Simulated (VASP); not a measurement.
**SiO2: electric field gradients with PBE**

The system is SiO2.

```
Si O
1.0
     7.15187    0.00000    0.00000
     0.00000    7.15187    0.00000
     0.00000    0.00000    7.15187
Si O
8 16
Direct
  0.97713 0.52287 0.47713
  0.52287 0.47713 0.97713
  0.47713 0.97713 0.52287
  0.02287 0.02287 0.02287
  0.71418 0.78582 0.21418
  0.78582 0.21418 0.71418
  0.21418 0.71418 0.78582
  0.28582 0.28582 0.28582
  0.86072 0.33283 0.53261
  0.36072 0.16717 0.46739
  0.13928 0.83283 0.96739
  0.16717 0.46739 0.36072
  0.96739 0.13928 0.83283
  0.46739 0.36072 0.16717
  0.33283 0.53261 0.86072
  0.53261 0.86072 0.33283
  0.15419 0.15419 0.15419
  0.34581 0.84581 0.65419
  0.65419 0.34581 0.84581
  0.84581 0.65419 0.34581
  0.63928 0.66717 0.03261
  0.03261 0.63928 0.66717
  0.66717 0.03261 0.63928
  0.83283 0.96739 0.13928
```

```yaml
Program: VASP 6.6.1
Task: electric field gradients
Functional: PBE
Potentials_or_basis: VASP PAW PBE potentials, release 64 (Si, O)
Cutoff: 520 eV
k_mesh: 3 × 3 × 3
Occupations: fermi-dirac, width 0.02 eV
Spin: no spin polarisation
Dipole_correction: no
Further_INCAR_settings: LREAL = Auto; ALGO = Normal; EDIFF = 1e-08; NBANDS = 82
```

| Quantity | Value |
| --- | --- |
| Pressure | -3.4 GPa |
| Largest force | 0.319 eV/Å |
| Band gap on the k mesh | 5.56 eV (least direct gap 5.56 eV) |
| Largest electric field gradient by atom | Si -2.0, +5.6 (each value once); O +95.4, +106.5 (each value once) V/Å² |

Forces in eV/Å, atoms in the order of the input:
```
Si  -0.028  0.028 -0.028
Si   0.028 -0.028 -0.028
Si  -0.028 -0.028  0.028
Si   0.028  0.028  0.028
Si   0.026 -0.026  0.026
Si  -0.026  0.026  0.026
Si   0.026  0.026 -0.026
Si  -0.026 -0.026 -0.026
O    0.084  0.144  0.272
O    0.084 -0.144 -0.272
O   -0.084  0.144 -0.272
O   -0.144 -0.272  0.084
O   -0.272 -0.084  0.144
O   -0.272  0.084 -0.144
O    0.144  0.272  0.084
O    0.272  0.084  0.144
O   -0.023 -0.023 -0.023
O    0.023  0.023 -0.023
O   -0.023  0.023  0.023
O    0.023 -0.023  0.023
O   -0.084 -0.144  0.272
O    0.272 -0.084 -0.144
O   -0.144  0.272 -0.084
O    0.144 -0.272 -0.084
```

Levels at points of the mesh, in eV from the valence-band top:
| k point | band 60 | band 61 | band 62 | band 63 | band 64 | band 65 | band 66 | band 67 | band 68 | band 69 |
| --- | --- | --- | --- | --- | --- | --- | --- | --- | --- | --- |
| (0.00, 0.00, 0.00) | -0.31 | -0.31 | -0.01 | -0.01 | -0.01 | 5.56 | 8.64 | 8.64 | 8.64 | 8.64 |

Electric field gradients, principal values (V/Å²):
```
atom    least   middle  greatest (by size)
1 Si    0.984    0.984              -1.967
2 Si    0.984    0.984              -1.967
3 Si    0.984    0.984              -1.967
4 Si    0.984    0.984              -1.967
5 Si   -2.788   -2.788               5.576
6 Si   -2.788   -2.788               5.576
7 Si   -2.788   -2.788               5.576
8 Si   -2.788   -2.788               5.576
 9 O  -36.470  -58.915              95.385
10 O  -36.470  -58.915              95.385
11 O  -36.470  -58.915              95.385
12 O  -36.470  -58.915              95.385
13 O  -36.470  -58.915              95.385
14 O  -36.470  -58.915              95.385
15 O  -36.470  -58.915              95.385
16 O  -36.470  -58.915              95.385
17 O  -53.251  -53.251             106.503
18 O  -53.251  -53.251             106.503
19 O  -53.251  -53.251             106.503
20 O  -53.251  -53.251             106.503
21 O  -36.470  -58.915              95.385
22 O  -36.470  -58.915              95.385
23 O  -36.470  -58.915              95.385
24 O  -36.470  -58.915              95.385
```

Run time: 3.3 min on 1 thread of Intel(R) Xeon(R) Platinum 8559C (Emerald Rapids), on a shared host, peak memory 0.42 GiB.

Caveat: the cell stands under tension; without QUAD_EFG the Cq values of the log hold for a quadrupole moment of 1 mb, not for the nuclei.
